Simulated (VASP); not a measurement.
# SnO (P4/nmm) in VASP: a series of runs, part 2 of 3

VASP 6.6.1.

## (3) Electric field gradients, LDA (volume scaled by 1.01)

Input file INCAR:

```
PREC = Accurate
ENCUT = 520
EDIFF = 1E-8
ISMEAR = -1
SIGMA = 0.02
LREAL = False
LASPH = True
NELM = 80
ALGO = Normal
ISIF = 2
LWAVE = False
LCHARG = False
GGA = CA
LEFG = True
NBANDS = 28
```

Input file KPOINTS:

```
Automatic mesh
0
Gamma
  6 6 5
```

Input file POSCAR:

```
SnO
1.0
    3.8146313220      0.0000000000      0.0000000000
    0.0000000000      3.8146313220      0.0000000000
    0.0000000000      0.0000000000      4.8520665632
Sn O
2 2
Direct
    0.0000000000      0.5000000000      0.2385000000
    0.5000000000      0.0000000000      0.7615000000
    0.0000000000      0.0000000000      0.0000000000
    0.5000000000      0.5000000000      0.0000000000
```

Potentials or basis: VASP PAW LDA potentials, release 64 (Sn_d, O).

Run with:

```bash
> cat potpaw_LDA.64/Sn_d/POTCAR potpaw_LDA.64/O/POTCAR > POTCAR
> mpirun -np 1 vasp_std > vasp.out
```

OUTCAR:

```text
PREC = Accurate
   ENCUT = 520
   EDIFF = 1E-8
   ISMEAR = -1
   LREAL = False
   LASPH = True
   NELM = 80
   ISIF = 2
   GGA = CA

 ion  position               nearest neighbor table
   1  0.000  0.500  0.239-   3 2.23   4 2.23   3 2.23   4 2.23   2 3.55   2 3.55   2 3.55   2 3.55
                             2 3.70   2 3.70   2 3.70   2 3.70
   2  0.500  0.000  0.761-   3 2.23   4 2.23   4 2.23   3 2.23   1 3.55   1 3.55   1 3.55   1 3.55
                             1 3.70   1 3.70   1 3.70   1 3.70
   3  0.000  0.000  0.000-   1 2.23   2 2.23   1 2.23   2 2.23
   4  0.500  0.500  0.000-   1 2.23   2 2.23   2 2.23   1 2.23

  LATTYP: Found a simple tetragonal cell.
 ALAT       =     3.8146313220
 C/A-ratio  =     1.2719621252

  Lattice vectors:

 A1 = (   3.8146313220,   0.0000000000,   0.0000000000)
 A2 = (   0.0000000000,   3.8146313220,   0.0000000000)
 A3 = (   0.0000000000,   0.0000000000,   4.8520665632)

Analysis of symmetry for initial positions (statically):
=====================================================================
 Subroutine PRICEL returns:
 Original cell was already a primitive cell.

 Routine SETGRP: Setting up the symmetry group for a
 simple tetragonal supercell.

 Subroutine GETGRP returns: Found 16 space group operations
 (whereof  8 operations were pure point group operations)
 out of a pool of 16 trial point group operations.

The static configuration has the point symmetry D_2d.
 The point group associated with its full space group is D_4h.

Analysis of symmetry for dynamics (positions and initial velocities):
=====================================================================
 Subroutine PRICEL returns:
 Original cell was already a primitive cell.

 Routine SETGRP: Setting up the symmetry group for a
 simple tetragonal supercell.

 Subroutine GETGRP returns: Found 16 space group operations
 (whereof  8 operations were pure point group operations)
 out of a pool of 16 trial point group operations.

The dynamic configuration has the point symmetry D_2d.
 The point group associated with its full space group is D_4h.

 Subroutine INISYM returns: Found 16 space group operations
 (whereof  8 operations are pure point group operations),
 and found     1 'primitive' translations

----------------------------------------------------------------------------------------

                                     Primitive cell

  volume of cell :      70.6044

  direct lattice vectors                    reciprocal lattice vectors
     3.814631322  0.000000000  0.000000000     0.262148532  0.000000000  0.000000000
     0.000000000  3.814631322  0.000000000     0.000000000  0.262148532  0.000000000
     0.000000000  0.000000000  4.852066563     0.000000000  0.000000000  0.206097750

  length of vectors
     3.814631322  3.814631322  4.852066563     0.262148532  0.262148532  0.206097750

  position of ions in fractional coordinates (direct lattice)
     0.000000000  0.500000000  0.238500000
     0.500000000  0.000000000  0.761500000
     0.000000000  0.000000000  0.000000000
     0.500000000  0.500000000  0.000000000

  ion indices of the primitive-cell ions
[... 93 lines left out ...]
   EFERMI_NEDOS =   21; number of points for ismear=-14 and -15
   IALGO  =     38    algorithm
   IMIX   =      4    mixing-type and parameters
     AMIX     =   0.40;   BMIX     =  1.00
     AMIX_MAG =   1.60;   BMIX_MAG =  1.00
  volume/ion in A,a.u.               =      17.65       119.12
  Fermi-wavevector in a.u.,A,eV,Ry     =   1.354620  2.559861 24.966633  1.834996
  Thomas-Fermi vector in A             =   2.481776
   LORBIT       =      0    0 simple, 1 ext, 2 COOP (PROOUT), +10 PAW based schemes
   GGA     = CA    functional components
   LHFCALC =     F    Hartree Fock is set to
   AEXX    =    0.0000 exact exchange contribution
   IVDW    =     0    specifies the selected vdW correction
   LEPSILON=     F    determine dielectric tensor
   LRPA    =     F    only Hartree local field effects (RPA)
 non-spin polarized calculation
  energy-cutoff  :      520.00
  volume of cell :       70.60
 maximum number of plane-waves:      1916
   NGX = 15   NGY = 15   NGZ = 19

 number of electron      39.9999981 magnetization

 Free energy of the ion-electron system (eV)
  ---------------------------------------------------
  ext. energy  EPLUGINS =         0.00000000
  ---------------------------------------------------
  free energy    TOTEN  =       -25.69672115 eV

  energy without entropy =      -25.69658430  energy(sigma->0) =      -25.69665272

 E-fermi :   6.7493     XC(G=0): -10.6290

 val. band max:        6.6935626311   @ k =   0.0000   0.0000   0.0000
 cond. band min:       6.8153639307   @ k =   0.5000   0.5000   0.0000
 fundamental gap:      0.1218012996
 Fermi energy:         6.7493106817

 k-point     1 :       0.0000    0.0000    0.0000
  band No.  band energies     occupation
      1     -15.0899      2.00000
      2     -14.6866      2.00000
      3     -14.6866      2.00000
      4     -14.6825      2.00000
      5     -14.6351      2.00000
      6     -14.6312      2.00000
[... 733 lines left out ...]
     27      15.7499      0.00000
     28      15.7499      0.00000

 [... further k-points ...]

------------------------ aborting loop because EDIFF is reached ----------------------------------------

  FORCE on cell =-STRESS in cart. coord.  units (eV):
  Direction    XX          YY          ZZ          XY          YZ          ZX
  --------------------------------------------------------------------------------------
  -------------------------------------------------------------------------------------
  Total       -1.5641996     -1.5641996     -1.3951694      0.0000000     -0.0000000      0.0000000
  in kB      -35.4953017    -35.4953017    -31.6596153      0.0000000     -0.0000000      0.0000000
  external PRESSURE =     -34.2167396 kB  Pullay stress =       0.0000000 kB

 VOLUME and BASIS-vectors are now :
 -----------------------------------------------------------------------------
  energy-cutoff  :      520.00
  volume of cell :       70.60
      direct lattice vectors                 reciprocal lattice vectors
     3.814631322  0.000000000  0.000000000     0.262148532  0.000000000  0.000000000
     0.000000000  3.814631322  0.000000000     0.000000000  0.262148532  0.000000000
     0.000000000  0.000000000  4.852066563     0.000000000  0.000000000  0.206097750

 POSITION                                       TOTAL-FORCE (eV/Angst)
 -----------------------------------------------------------------------------------
      0.00000      1.90732      1.15722         0.000000      0.000000     -0.286872
      1.90732      0.00000      3.69485        -0.000000      0.000000      0.286872
      0.00000      0.00000      0.00000        -0.000000      0.000000      0.000000
      1.90732      1.90732      0.00000         0.000000     -0.000000      0.000000
 -----------------------------------------------------------------------------------
    total drift:                                0.000000      0.000000      0.000000

  FREE ENERGIE OF THE ION-ELECTRON SYSTEM (eV)
  ---------------------------------------------------
  free  energy   TOTEN  =       -25.6967211474 eV

  energy  without entropy=      -25.6965843019  energy(sigma->0) =      -25.69665272

 Electric field gradients (V/A^2)
---------------------------------------------------------------------
 ion       V_xx      V_yy      V_zz      V_xy      V_xz      V_yz
---------------------------------------------------------------------
   1      81.643    81.643  -163.285     0.000    -0.000    -0.000
   2      81.643    81.643  -163.285     0.000     0.000    -0.000
   3      -0.934    -0.934     1.868     0.000     0.000     0.000
   4      -0.934    -0.934     1.868     0.000    -0.000    -0.000
---------------------------------------------------------------------

 Electric field gradients after diagonalization (V/A^2)
 (convention: |V_zz| > |V_xx| > |V_yy|)
----------------------------------------------------------------------
 ion       V_xx      V_yy      V_zz     asymmetry (V_yy - V_xx)/ V_zz
----------------------------------------------------------------------
   1      81.643    81.643  -163.285       0.000
   2      81.643    81.643  -163.285       0.000
   3      -0.934    -0.934     1.868       0.000
   4      -0.934    -0.934     1.868       0.000
----------------------------------------------------------------------

           NMR quadrupolar parameters

 Cq : quadrupolar parameter    Cq=e*Q*V_zz/h
 eta: asymmetry parameters     (V_yy - V_xx)/ V_zz
 Q  : nuclear electric quadrupole moment in mb (millibarn)
----------------------------------------------------------------------
 ion       Cq(MHz)       eta       Q (mb)
----------------------------------------------------------------------
   1      -0.395       0.000       1.000
   2      -0.395       0.000       1.000
   3       0.005       0.000       1.000
   4       0.005       0.000       1.000
----------------------------------------------------------------------
```

OSZICAR:

```text
N       E                     dE             d eps       ncg     rms          rms(c)
DAV:   1     0.411964400668E+03    0.41196E+03   -0.19988E+04  1720   0.220E+03
DAV:   2     0.336801514630E+02   -0.37828E+03   -0.36258E+03  1736   0.536E+02
DAV:   3    -0.262708376742E+02   -0.59951E+02   -0.58866E+02  1888   0.181E+02
DAV:   4    -0.292475110815E+02   -0.29767E+01   -0.29613E+01  1920   0.427E+01
DAV:   5    -0.293222175014E+02   -0.74706E-01   -0.74696E-01  1824   0.732E+00    0.114E+01
DAV:   6    -0.258296533191E+02    0.34926E+01   -0.16391E+01  2708   0.456E+01    0.514E+00
DAV:   7    -0.257524021020E+02    0.77251E-01   -0.20426E+00  1976   0.875E+00    0.242E+00
DAV:   8    -0.257095565127E+02    0.42846E-01   -0.32214E-01  1924   0.362E+00    0.763E-01
DAV:   9    -0.256963557519E+02    0.13201E-01   -0.39118E-02  2764   0.207E+00    0.216E-01
DAV:  10    -0.256970819973E+02   -0.72625E-03   -0.60773E-03  2412   0.688E-01    0.136E-01
DAV:  11    -0.256967038433E+02    0.37815E-03   -0.15312E-03  2572   0.360E-01    0.163E-02
DAV:  12    -0.256967236534E+02   -0.19810E-04   -0.19916E-04  1712   0.797E-02    0.222E-02
DAV:  13    -0.256967212921E+02    0.23614E-05   -0.10797E-05  2412   0.288E-02    0.475E-03
DAV:  14    -0.256967211819E+02    0.11016E-06   -0.10174E-06  2084   0.661E-03    0.120E-03
DAV:  15    -0.256967211523E+02    0.29607E-07   -0.15168E-07  1908   0.304E-03    0.136E-03
DAV:  16    -0.256967211474E+02    0.48676E-08   -0.21269E-08  1544   0.111E-03
   1 F= -.25696721E+02 E0= -.25696653E+02  d E =-.136846E-03
```

Wall time 24 s (1 thread of Intel Xeon 6975P-C (Granite Rapids), shared host); peak memory 0.18 GiB.

What came out:

```yaml
Free_energy: -25.6967 eV
Pressure: -3.4 GPa
Largest_force: 0.287 eV/Å
Band_gap_on_the_k_mesh: 0.12 eV, indirect (least direct gap 1.97 eV)
```

Forces in eV/Å, atoms in the order of the input:
```
Sn   0.000  0.000 -0.287
Sn   0.000  0.000  0.287
O    0.000  0.000  0.000
O    0.000  0.000  0.000
```

Stress tensor (GPa, compression positive):
```
-3.55  0.00  0.00
 0.00 -3.55  0.00
 0.00  0.00 -3.17
```

Levels at points of the mesh, in eV from the valence-band top:
| k point | band 16 | band 17 | band 18 | band 19 | band 20 | band 21 | band 22 | band 23 | band 24 | band 25 |
| --- | --- | --- | --- | --- | --- | --- | --- | --- | --- | --- |
| (0.00, 0.00, 0.00) | -6.19 | -3.37 | -3.07 | -3.07 | 0.00 | 2.08 | 4.27 | 4.69 | 4.69 | 5.61 |
| (0.50, 0.00, 0.00) | -4.93 | -4.75 | -4.75 | -2.63 | -2.63 | 3.15 | 3.15 | 5.86 | 5.86 | 5.92 |
| (0.50, 0.50, 0.00) | -5.06 | -2.40 | -2.40 | -1.85 | -1.85 | 0.12 | 0.12 | 4.42 | 4.42 | 7.15 |

Electric field gradients, principal values (V/Å²):
| atom | least | middle | greatest (by size) |
| --- | --- | --- | --- |
| 1 Sn | 81.643 | 81.643 | -163.285 |
| 2 Sn | 81.643 | 81.643 | -163.285 |
| 3 O | -0.934 | -0.934 | 1.868 |
| 4 O | -0.934 | -0.934 | 1.868 |

Caveat: without QUAD_EFG the Cq values of the log hold for a quadrupole moment of 1 mb, not for the nuclei; spin-orbit coupling is left out, which moves the levels of the heavy elements.

## (4) Electric field gradients, LDA (volume scaled by 1.04)

Input file INCAR:

```
PREC = Accurate
ENCUT = 520
EDIFF = 1E-8
ISMEAR = -1
SIGMA = 0.02
LREAL = F
LASPH = T
NELM = 60
ALGO = Normal
ISIF = 2
LWAVE = F
LCHARG = F
LEFG = T
NBANDS = 28
```

KPOINTS is that of step 3.

Input file POSCAR:

```
SnO
1.0
    3.8520320533      0.0000000000      0.0000000000
    0.0000000000      3.8520320533      0.0000000000
    0.0000000000      0.0000000000      4.8996388769
Sn O
2 2
Direct
    0.0000000000      0.5000000000      0.2385000000
    0.5000000000      0.0000000000      0.7615000000
    0.0000000000      0.0000000000      0.0000000000
    0.5000000000      0.5000000000      0.0000000000
```

Potentials or basis: VASP PAW LDA potentials, release 64 (Sn_d, O).

Run with:

```bash
> cat potpaw_LDA.64/Sn_d/POTCAR potpaw_LDA.64/O/POTCAR > POTCAR
> mpirun -np 1 vasp_std > vasp.out
```

OUTCAR:

```text
PREC = Accurate
   ENCUT = 520
   EDIFF = 1E-8
   ISMEAR = -1
   LREAL = F
   LASPH = T
   NELM = 60
   ISIF = 2

 ion  position               nearest neighbor table
   1  0.000  0.500  0.239-   3 2.25   4 2.25   3 2.25   4 2.25   2 3.59   2 3.59   2 3.59   2 3.59
                             2 3.74   2 3.74   2 3.74   2 3.74
   2  0.500  0.000  0.761-   3 2.25   4 2.25   4 2.25   3 2.25   1 3.59   1 3.59   1 3.59   1 3.59
                             1 3.74   1 3.74   1 3.74   1 3.74
   3  0.000  0.000  0.000-   1 2.25   2 2.25   1 2.25   2 2.25
   4  0.500  0.500  0.000-   1 2.25   2 2.25   2 2.25   1 2.25

  LATTYP: Found a simple tetragonal cell.
 ALAT       =     3.8520320533
 C/A-ratio  =     1.2719621252

  Lattice vectors:
[... 975 lines left out ...]
---------------------------------------------------------------------
   1      79.125    79.125  -158.249     0.000     0.000     0.000
   2      79.125    79.125  -158.249     0.000     0.000     0.000
   3      -0.886    -0.886     1.771     0.000     0.000     0.000
   4      -0.886    -0.886     1.771     0.000    -0.000    -0.000
---------------------------------------------------------------------

 Electric field gradients after diagonalization (V/A^2)
 (convention: |V_zz| > |V_xx| > |V_yy|)
----------------------------------------------------------------------
 ion       V_xx      V_yy      V_zz     asymmetry (V_yy - V_xx)/ V_zz
----------------------------------------------------------------------
   1      79.125    79.125  -158.249       0.000
   2      79.125    79.125  -158.249       0.000
   3      -0.886    -0.886     1.771       0.000
   4      -0.886    -0.886     1.771       0.000
----------------------------------------------------------------------

           NMR quadrupolar parameters

 Cq : quadrupolar parameter    Cq=e*Q*V_zz/h
 eta: asymmetry parameters     (V_yy - V_xx)/ V_zz
 Q  : nuclear electric quadrupole moment in mb (millibarn)
----------------------------------------------------------------------
 ion       Cq(MHz)       eta       Q (mb)
----------------------------------------------------------------------
   1      -0.383       0.000       1.000
   2      -0.383       0.000       1.000
   3       0.004       0.000       1.000
   4       0.004       0.000       1.000
----------------------------------------------------------------------
```

OSZICAR:

```text
N       E                     dE             d eps       ncg     rms          rms(c)
DAV:   1     0.409789418719E+03    0.40979E+03   -0.19881E+04  1728   0.214E+03
DAV:   2     0.350146692981E+02   -0.37477E+03   -0.36063E+03  1744   0.534E+02
DAV:   3    -0.261311590896E+02   -0.61146E+02   -0.59593E+02  1932   0.180E+02
DAV:   4    -0.292442634927E+02   -0.31131E+01   -0.30982E+01  1944   0.431E+01
DAV:   5    -0.293142928407E+02   -0.70029E-01   -0.70016E-01  1808   0.709E+00    0.114E+01
DAV:   6    -0.257982186584E+02    0.35161E+01   -0.17179E+01  2712   0.464E+01    0.527E+00
DAV:   7    -0.256954127891E+02    0.10281E+00   -0.21797E+00  1964   0.888E+00    0.243E+00
DAV:   8    -0.256507671931E+02    0.44646E-01   -0.34343E-01  1852   0.364E+00    0.761E-01
DAV:   9    -0.256371594089E+02    0.13608E-01   -0.40586E-02  2764   0.198E+00    0.222E-01
DAV:  10    -0.256380021439E+02   -0.84274E-03   -0.68195E-03  2396   0.717E-01    0.153E-01
DAV:  11    -0.256375069646E+02    0.49518E-03   -0.21226E-03  2576   0.401E-01    0.159E-02
DAV:  12    -0.256375272821E+02   -0.20317E-04   -0.22015E-04  1732   0.934E-02    0.201E-02
DAV:  13    -0.256375265434E+02    0.73877E-06   -0.10144E-05  2056   0.228E-02    0.637E-03
DAV:  14    -0.256375264386E+02    0.10479E-06   -0.11459E-06  2036   0.705E-03    0.121E-03
DAV:  15    -0.256375264007E+02    0.37894E-07   -0.16192E-07  1936   0.332E-03    0.109E-03
DAV:  16    -0.256375263939E+02    0.67494E-08   -0.22833E-08  1452   0.121E-03
   1 F= -.25637526E+02 E0= -.25637516E+02  d E =-.199398E-04
```

stdout:

```text
POSCAR found type information on POSCAR SnO
 POSCAR found :  2 types and       4 ions
 scaLAPACK will be used
 LDA part: xc-table for (Slater(with rela. corr.)+CA(PZ))
 , standard interpolation
 POSCAR, INCAR and KPOINTS ok, starting setup
 FFT: planning ... GRIDC
 FFT: planning ... GRID_SOFT
 FFT: planning ... GRID
 WAVECAR not read
 entering main loop
ion   1

ion   2

ion   3

ion   4
```

It took 32 s on 1 thread of Intel Xeon 6975P-C (Granite Rapids), shared host; peak memory 0.18 GiB.

Results:

```
Free energy            : -25.6375 eV
Pressure               : -5.9 GPa
Largest force          : 0.661 eV/Å
Band gap on the k mesh : 0.22 eV, indirect (least direct gap 2.01 eV)
```

Forces on the atoms (eV/Å):
```
Sn   0.000  0.000 -0.661
Sn   0.000  0.000  0.661
O    0.000  0.000  0.000
O    0.000  0.000  0.000
```

Electric field gradients, principal values (V/Å²):
```csv
atom,least,middle,greatest (by size)
1 Sn,79.125,79.125,-158.249
2 Sn,79.125,79.125,-158.249
3 O,-0.886,-0.886,1.771
4 O,-0.886,-0.886,1.771
```

Caveat: without QUAD_EFG the Cq values of the log hold for a quadrupole moment of 1 mb, not for the nuclei; spin-orbit coupling is left out, which moves the levels of the heavy elements.

(Part 2 of 3 ends here.)
